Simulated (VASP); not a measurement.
# TiH2 (I4/mmm) in VASP: a series of runs, part 2 of 2

VASP 6.6.1.

## 3. Single point, r2SCAN (strained)

POSCAR

```
TiH2
1.0
   -1.6757342950      1.6757342950      2.2073831050
    1.6757342950     -1.6757342950      2.2073831050
    1.6757342950      1.6757342950     -2.2073831050
Ti H
1 2
Direct
    0.0000000000      0.0000000000      0.0000000000
    0.7500000000      0.2500000000      0.5000000000
    0.2500000000      0.7500000000      0.5000000000
```

INCAR.step1

```
ALGO = Normal
EDIFF = 1E-4
ENCUT = 520
GGA = PE
ISMEAR = 0
LASPH = True
LCHARG = False
LREAL = False
LWAVE = True
NBANDS = 14
NELM = 60
PREC = Accurate
SIGMA = 0.1
```

INCAR.step2

```
ALGO = Normal
EDIFF = 1E-6
ENCUT = 520
ISIF = 2
ISMEAR = 0
ISTART = 1
LASPH = True
LCHARG = False
LMIXTAU = True
LREAL = False
LWAVE = False
METAGGA = R2SCAN
NBANDS = 14
NELM = 60
PREC = Accurate
SIGMA = 0.1
```

KPOINTS

```
k-points
0
Gamma
  18 18 18
```

Potentials or basis: VASP PAW PBE potentials, release 64 (Ti_sv, H).

Launch:

```sh
$ cat potpaw_PBE.64/Ti_sv/POTCAR potpaw_PBE.64/H/POTCAR > POTCAR
$ cp INCAR.step1 INCAR
$ mpirun -np 1 vasp_std > vasp.out
$ cp INCAR.step2 INCAR
$ mpirun -np 1 vasp_std > vasp.out
```

OUTCAR:

```text
EDIFF = 1E-6
   ENCUT = 520
   ISIF = 2
   ISMEAR = 0
   ISTART = 1
   LASPH = True
   LREAL = False
   METAGGA = R2SCAN
   NELM = 60
   PREC = Accurate

 ion  position               nearest neighbor table
   1  0.000  0.000  0.000-
   2  0.750  0.250  0.500-
   3  0.250  0.750  0.500-

  LATTYP: Found a body centered tetragonal cell.
 ALAT       =     3.3514685900
 C/A-ratio  =     1.3172631912

  Lattice vectors:

 A1 = (  -1.6757342950,   1.6757342950,   2.2073831050)
 A2 = (   1.6757342950,  -1.6757342950,   2.2073831050)
 A3 = (   1.6757342950,   1.6757342950,  -2.2073831050)

Analysis of symmetry for initial positions (statically):
=====================================================================
 Subroutine PRICEL returns:
 Original cell was already a primitive cell.

 Routine SETGRP: Setting up the symmetry group for a
 body centered tetragonal supercell.

 Subroutine GETGRP returns: Found 16 space group operations
 (whereof 16 operations were pure point group operations)
 out of a pool of 16 trial point group operations.

[... 168 lines left out ...]
 fundamental gap:      0.0141052169
 Fermi energy:         6.6564561760

 k-point     1 :       0.0000    0.0000    0.0000
  band No.  band energies     occupation
      1     -53.3062      2.00000
      2     -28.3863      2.00000
      3     -28.3863      2.00000
      4     -28.3853      2.00000
      5      -3.8375      2.00000
      6       6.3037      2.00000
      7       6.3037      2.00000
      8       6.7191      0.37570
      9       6.7383      0.24722
     10       7.6442      0.00000
     11       8.1493      0.00000
     12      20.2845      0.00000
     13      21.8469      0.00000
     14      21.8469      0.00000
[... 377 lines left out ...]
      1     -53.2943      2.00000
      2     -28.4764      2.00000
      3     -28.4025      2.00000
      4     -28.3972      2.00000
      5      -2.9088      2.00000
      6       3.3958      2.00000
      7       6.5372      1.90831
      8       6.9049      0.00044
      9       7.5450      0.00000
     10       8.0836      0.00000
     11      10.1242      0.00000
     12      16.5179      0.00000
     13      19.0864      0.00000
     14      20.5173      0.00000

 [... further k-points ...]
[... 5 lines left out ...]
  --------------------------------------------------------------------------------------
  -------------------------------------------------------------------------------------
  Total       -2.5996658     -2.5996658     -2.4504562      0.0000000     -0.0000000      0.0000000
  in kB     -167.9887078   -167.9887078   -158.3468780      0.0000000     -0.0000000      0.0000000
  external PRESSURE =    -164.7747645 kB  Pullay stress =       0.0000000 kB

 VOLUME and BASIS-vectors are now :
 -----------------------------------------------------------------------------
  energy-cutoff  :      520.00
  volume of cell :       24.79
      direct lattice vectors                 reciprocal lattice vectors
    -1.675734295  1.675734295  2.207383105     0.000000000  0.298376659  0.226512561
     1.675734295 -1.675734295  2.207383105     0.298376659  0.000000000  0.226512561
     1.675734295  1.675734295 -2.207383105     0.298376659  0.298376659  0.000000000

 POSITION                                       TOTAL-FORCE (eV/Angst)
 -----------------------------------------------------------------------------------
      0.00000      0.00000      0.00000         0.000000      0.000000     -0.000000
     -0.00000      1.67573      1.10369        -0.000000     -0.000000      0.000000
      1.67573     -0.00000      1.10369         0.000000      0.000000     -0.000000
 -----------------------------------------------------------------------------------
    total drift:                                0.000000      0.000000      0.000000

  FREE ENERGIE OF THE ION-ELECTRON SYSTEM (eV)
  ---------------------------------------------------
  free  energy   TOTEN  =       -21.3022639762 eV

  energy  without entropy=      -21.2966798319  energy(sigma->0) =      -21.29947190
```

OSZICAR.step1:

```text
N       E                     dE             d eps       ncg     rms          rms(c)
DAV:   1     0.975264063088E+02    0.97526E+02   -0.71275E+03 13452   0.112E+03
DAV:   2    -0.130767693056E+02   -0.11060E+03   -0.10678E+03 14340   0.304E+02
DAV:   3    -0.184622388242E+02   -0.53855E+01   -0.53374E+01 19006   0.668E+01
DAV:   4    -0.185681242653E+02   -0.10589E+00   -0.10582E+00 14694   0.848E+00
DAV:   5    -0.185707059867E+02   -0.25817E-02   -0.25817E-02 16536   0.121E+00    0.119E+01
DAV:   6    -0.159934917004E+02    0.25772E+01   -0.37559E+00 13974   0.306E+01    0.214E+00
DAV:   7    -0.159297083573E+02    0.63783E-01   -0.30221E-01 15444   0.449E+00    0.117E+00
DAV:   8    -0.159170931817E+02    0.12615E-01   -0.47196E-02 16334   0.261E+00    0.394E-01
DAV:   9    -0.159183090342E+02   -0.12159E-02   -0.34266E-03 19634   0.610E-01    0.125E-01
DAV:  10    -0.159181708725E+02    0.13816E-03   -0.41972E-04 14306   0.292E-01    0.185E-02
DAV:  11    -0.159181626857E+02    0.81868E-05   -0.34758E-05  7032   0.876E-02
   1 F= -.15918163E+02 E0= -.15914645E+02  d E =-.703508E-02
```

Wall time 4.1 min (1 thread of Intel Xeon Platinum 8488C (Sapphire Rapids), shared host); peak memory 0.28 GiB.

What came out:

* Free energy: -21.3023 eV
* Pressure: -16.5 GPa
* Band gap on the k mesh: zero (bands 7 and 8 overlap by 0.58 eV)

Stress tensor (GPa, compression positive):
```
-16.80   0.00   0.00
  0.00 -16.80   0.00
  0.00   0.00 -15.83
```

Caveat: the cell differs from its parent crystal (strained); the cell stands under tension; the PAW data sets were made with another functional, which shifts forces and pressure a little.

## 4. Relaxation of shape and atoms at fixed volume, PBEsol (6.12 Å³/atom)

This run uses another cell than the first one, of 6.12 Å³/atom.

INCAR

```
PREC     = Accurate       # precision mode
ENCUT    = 600            # plane-wave cutoff, eV
EDIFF    = 1E-6           # SCF threshold, eV
ISMEAR   = 0              # smearing method
SIGMA    = 0.1            # smearing width, eV
LREAL    = False          # projectors in reciprocal space
LASPH    = True           # aspherical terms in the spheres
NELM     = 80             # most SCF steps
ALGO     = Normal         # electronic algorithm
ISIF     = 4              # what is computed and relaxed
LWAVE    = False          # write WAVECAR
LCHARG   = False          # write CHGCAR
GGA      = PS             # functional
IBRION   = 2              # ionic algorithm
NSW      = 50             # ionic steps
EDIFFG   = -0.01          # ionic threshold
```

KPOINTS

```
Automatic mesh
0
Gamma
  18 18 18
```

POSCAR

```
TiH2
1.0
   -1.5369309200      1.5369309200      1.9445463911
    1.5369309200     -1.5369309200      1.9445463911
    1.5369309200      1.5369309200     -1.9445463911
Ti H
1 2
Direct
    0.0000000000      0.0000000000      0.0000000000
    0.7500000000      0.2500000000      0.5000000000
    0.2500000000      0.7500000000      0.5000000000
```

Launch:

```sh
$ cat potpaw_PBE.64/Ti_sv/POTCAR potpaw_PBE.64/H/POTCAR > POTCAR
$ mpirun -np 1 vasp_std > vasp.out
```

It took 3.7 min on 1 thread of Intel Xeon 8259CL, shared host; peak memory 0.26 GiB.

It converged, with:

```
Free energy               : -16.4706 eV
Energy gained by relaxing : 0.1 meV/atom
Ionic steps               : 3
Pressure after relaxing   : 24.4 GPa
Band gap on the k mesh    : zero (bands 7 and 8 overlap by 0.80 eV)
```

Stress tensor (GPa, compression positive):
```
24.49  0.00  0.00
 0.00 24.49  0.00
 0.00  0.00 24.10
```

The path:
| step | energy change (eV) | largest force (eV/Å) | pressure (GPa) | volume (Å³) |
| --- | --- | --- | --- | --- |
| 1 | 0.0000 | 0.0000 | 24.53 | 18.37 |
| 2 | -0.0001 | 0.0000 | 24.48 | 18.37 |
| 3 | -0.0004 | 0.0000 | 24.36 | 18.37 |

Final structure:
```
Ti H
1.0
    -1.54083    1.54083    1.93473
     1.54083   -1.54083    1.93473
     1.54083    1.54083   -1.93473
Ti H
1 2
Direct
  0.00000 0.00000 0.00000
  0.75000 0.25000 0.50000
  0.25000 0.75000 0.50000
```

Levels at points of the mesh, in eV from the Fermi level:
```csv
k point,band 4,band 5,band 6,band 7,band 8,band 9,band 10,band 11
"(0.00, 0.00, 0.00)",-32.74,-11.33,-0.46,-0.46,0.18,1.13,1.32,2.26
"(0.50, 0.00, 0.00)",-32.80,-7.97,-5.11,-0.72,0.42,2.60,3.16,6.10
"(0.50, 0.50, 0.00)",-32.91,-6.14,-5.69,-3.64,2.61,2.90,3.38,8.16
"(0.50, 0.50, 0.50)",-33.09,-7.41,-3.82,-3.54,3.03,3.09,3.09,7.62
```

Caveat: the PAW data sets were made with another functional, which shifts forces and pressure a little.

## 5. Relaxation of shape and atoms at fixed volume, PBEsol (6.33 Å³/atom)

This run uses another cell than the first one, of 6.33 Å³/atom.

INCAR

```
PREC = Accurate
ENCUT = 600
EDIFF = 1E-6
ISMEAR = 0
SIGMA = 0.1
LREAL = False
LASPH = True
NELM = 80
ALGO = Normal
ISIF = 4
LWAVE = False
LCHARG = False
GGA = PS
IBRION = 2
NSW = 50
EDIFFG = -0.01
```

KPOINTS

```
regular mesh
0
Gamma
  18 18 18
```

POSCAR

```
TiH2
1.0
   -1.5487405689      1.5487405689      1.9802880873
    1.5487405689     -1.5487405689      1.9802880873
    1.5487405689      1.5487405689     -1.9802880873
Ti H
1 2
Direct
    0.0000000000      0.0000000000      0.0000000000
    0.7500000000      0.2500000000      0.5000000000
    0.2500000000      0.7500000000      0.5000000000
```

Launch:

```sh
$ cat potpaw_PBE.64/Ti_sv/POTCAR potpaw_PBE.64/H/POTCAR > POTCAR
$ mpirun -np 1 vasp_std > vasp.out
```

Run time: 3.6 min. Hardware: 1 thread of Intel Xeon 8259CL, shared host; peak memory 0.26 GiB.

Results (log left out):

```
Free energy               : -16.5512 eV
Energy gained by relaxing : 0.1 meV/atom
Ionic steps               : 3
Pressure after relaxing   : 16.9 GPa
Band gap on the k mesh    : zero (bands 7 and 8 overlap by 0.77 eV)
```

Stress tensor (GPa, compression positive):
```
17.05  0.00  0.00
 0.00 17.05  0.00
 0.00  0.00 16.69
```

The path:
```tsv
step	energy change (eV)	largest force (eV/Å)	pressure (GPa)	volume (Å³)
1	0.0000	0.0000	17.06	19.00
2	-0.0001	0.0000	17.03	19.00
3	-0.0003	0.0000	16.93	19.00
```

Final structure:
```
Ti H
1.0
    -1.55205    1.55205    1.97185
     1.55205   -1.55205    1.97185
     1.55205    1.55205   -1.97185
Ti H
1 2
Direct
  0.00000 0.00000 0.00000
  0.75000 0.25000 0.50000
  0.25000 0.75000 0.50000
```

Levels at points of the mesh, in eV from the Fermi level:
| k point | band 4 | band 5 | band 6 | band 7 | band 8 | band 9 | band 10 | band 11 |
| --- | --- | --- | --- | --- | --- | --- | --- | --- |
| (0.00, 0.00, 0.00) | -32.83 | -11.16 | -0.45 | -0.45 | 0.12 | 1.04 | 1.31 | 2.14 |
| (0.50, 0.00, 0.00) | -32.89 | -7.82 | -5.13 | -0.65 | 0.33 | 2.52 | 2.99 | 5.81 |
| (0.50, 0.50, 0.00) | -33.00 | -6.06 | -5.65 | -3.52 | 2.53 | 2.79 | 3.20 | 7.86 |
| (0.50, 0.50, 0.50) | -33.14 | -7.16 | -4.00 | -3.42 | 2.88 | 2.94 | 2.94 | 7.48 |

Caveat: the PAW data sets were made with another functional, which shifts forces and pressure a little.

## 6. The runs side by side

| task | level | cell | cutoff (eV) | gap on the mesh (eV) | pressure (GPa) |
| --- | --- | --- | --- | --- | --- |
| single point | PBEsol | a = 3.114 Å, angles 115.3, 115.3, 98.4°, 3 atoms | 520 | none | -11.1 |
| single point | r2SCAN | a = 3.239 Å, angles 117.7, 117.7, 94.1°, 3 atoms | 520 | none | -16.5 |
| relaxation of shape and atoms at fixed volume | PBEsol | relaxed from a = 2.916 Å, angles 116.4, 116.4, 96.4°, 3 atoms | 600 | none | 24.4 |
| relaxation of shape and atoms at fixed volume | PBEsol | relaxed from a = 2.953 Å, angles 116.7, 116.7, 95.8°, 3 atoms | 600 | none | 16.9 |

Alike in all rows: potentials or basis VASP PAW PBE potentials, release 64 (Ti_sv, H); no spin polarisation; k mesh 18 × 18 × 18; smearing gaussian 0.1 eV.

Caveats: the PAW data sets were made with another functional, which shifts forces and pressure a little; the stress differs along the axes, from -13 to -6 GPa (at least some runs); the cell stands under tension (at least some runs).

Absolute energies hang on the potentials; compare differences alone.
